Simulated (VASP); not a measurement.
Runs of VASP 6.6.1 on Si. The structure is that of space group I4_1/amd (No. 141), or close to it. The cells are those of the table. 

```tsv
cell	gap on the mesh (eV)	pressure (GPa)
a = 3.840 Å, angles 96.3, 96.3, 141.2°, 2 atoms	none	-10.2
a = 3.752 Å, angles 97.8, 97.8, 136.8°, 2 atoms	none	-11.0
a = 3.877 Å, angles 97.3, 97.3, 138.2°, 2 atoms	none	(b)
a = 3.896 Å, angles 97.8, 97.8, 136.8°, 2 atoms	none	-16.0
a = 3.648 Å, angles 98.9, 98.9, 133.7°, 2 atoms	none	(a)
a = 3.772 Å, angles 98.3, 98.3, 135.3°, 2 atoms	none	-12.6
```

Alike in all rows: task single point; level LDA; potentials or basis VASP PAW LDA potentials, release 64 (Si); no spin polarisation; k mesh 20 × 20 × 20; cutoff (eV) 520; smearing gaussian 0.15 eV.

Task: Estimate the missing entries.

Result: (a) -6.7; (b) -14.9.

A gap of «none» marks levels without a gap at the run's occupations.
